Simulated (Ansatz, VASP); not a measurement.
# Two plane-wave programs on Bi

Contents of INCAR:

```
PREC = Accurate
ENCUT = 520
EDIFF = 1E-6
ISMEAR = 0
SIGMA = 0.15
LREAL = False
LASPH = True
NELM = 80
ALGO = Fast
ISIF = 2
LWAVE = False
LCHARG = False
GGA = PS
IVDW = 12
NBANDS = 14
```

File KPOINTS:

```
regular mesh
0
Gamma
  16 16 16
```

POSCAR

```
Bi
1.0
   -1.8725973667      2.0649842128      1.8340238041
    1.8725973667     -2.0649842128      1.8340238041
    1.8725973667      2.0649842128     -1.8340238041
Bi
1
Direct
    0.0000000000      0.0000000000      0.0000000000
```

Input for Ansatz:

```yaml
crystal:
  lattice:
    - [-1.8725973667, 2.0649842128, 1.8340238041]
    - [1.8725973667, -2.0649842128, 1.8340238041]
    - [1.8725973667, 2.0649842128, -1.8340238041]
  atoms:
    - { symbol: Bi, position: [0.0, 0.0, 0.0] }
basis:
  ecutwfc: 420
kpoints:
  mp_grid: { grid: [16, 16, 16] }
hamiltonian:
  xc: pbesol
  pseudopotentials: { kind: paw }
  dispersion: d3bj
scf:
  occupations: { method: gaussian, width: 0.15 }
output:
  forces: true
  stress: true
  eigenvalues: true
```

Change from the starting cell: strain +e along x and -e along y -0.0500, strain +e along z and -e/2 along x and y -0.0467.

Alike in both runs: task single point; functional PBEsol; dispersion D3(BJ); k mesh 16 × 16 × 16; occupations gaussian, width 0.15 eV; no spin polarisation.

|  | VASP | Ansatz |
| --- | --- | --- |
| version | VASP 6.6.1 | Ansatz 0.2.0 |
| potentials or method | VASP PAW PBE potentials, release 64 (Bi_d), cutoff 520 eV | scalar-relativistic, plane waves, PAW |
| valence electrons in the cell | 15 | 15 |

```tsv
	VASP	Ansatz	Ansatz less VASP
gap on the k mesh at the Fermi level (eV)	none	none	-
pressure (GPa)	0.6	0.6	+0.02
traceless stress, the component that is largest in VASP (GPa)	-1.34	-1.34	-0.002
```

VASP's potentials were made for PBE, not for PBEsol. A gap of «none» marks a metal or a gap that the smearing closes.

Spin-orbit coupling is off throughout.
